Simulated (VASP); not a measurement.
A run of VASP 6.6.1 is set up as follows.

INCAR

```
SYSTEM = ZrBr
PREC = Accurate
ENCUT = 520
EDIFF = 1E-8
ISMEAR = -1
SIGMA = 0.02
LREAL = .False.
LASPH = .True.
NELM = 100
ALGO = Normal
ISIF = 2
LWAVE = .False.
LCHARG = .False.
GGA = CA
LEFG = .True.
NBANDS = 27
```

Contents of KPOINTS:

```
Automatic mesh
0
Gamma
  10 10 10
  0 0 0
```

Contents of POSCAR:

```
ZrBr
1.0
    1.7456933122      1.0078765037      9.3257054519
   -1.7456933122      1.0078765037      9.3257054519
    0.0000000000     -2.0157530075      9.3257054519
Zr Br
2 2
Direct
    0.2092000000      0.2092000000      0.2092000000
    0.7908000000      0.7908000000      0.7908000000
    0.3917000000      0.3917000000      0.3917000000
    0.6083000000      0.6083000000      0.6083000000
```

Potentials or basis: VASP PAW LDA potentials, release 64 (Zr_sv, Br).

Launch:

```console
$ cat potpaw_LDA.64/Zr_sv/POTCAR potpaw_LDA.64/Br/POTCAR > POTCAR
$ mpirun -np 1 vasp_std > vasp.out
```

Question: Predict the pressure.

Answer: -2.3 GPa.

Question: Estimate the largest force.

Answer: 0.467 eV/Å.

Question: What does it give for the band gap on the k mesh?

Answer: Zero (bands 19 and 20 overlap by 0.28 eV).

Electric field gradients, principal values (V/Å²):
| atom | least | middle | greatest (by size) |
| --- | --- | --- | --- |
| 1 Zr | 7.881 | 7.881 | -15.761 |
| 2 Zr | 7.881 | 7.881 | -15.761 |
| 3 Br | -12.533 | -12.533 | 25.067 |
| 4 Br | -12.533 | -12.533 | 25.067 |

Caveat: without QUAD_EFG the Cq values of the log hold for a quadrupole moment of 1 mb, not for the nuclei.
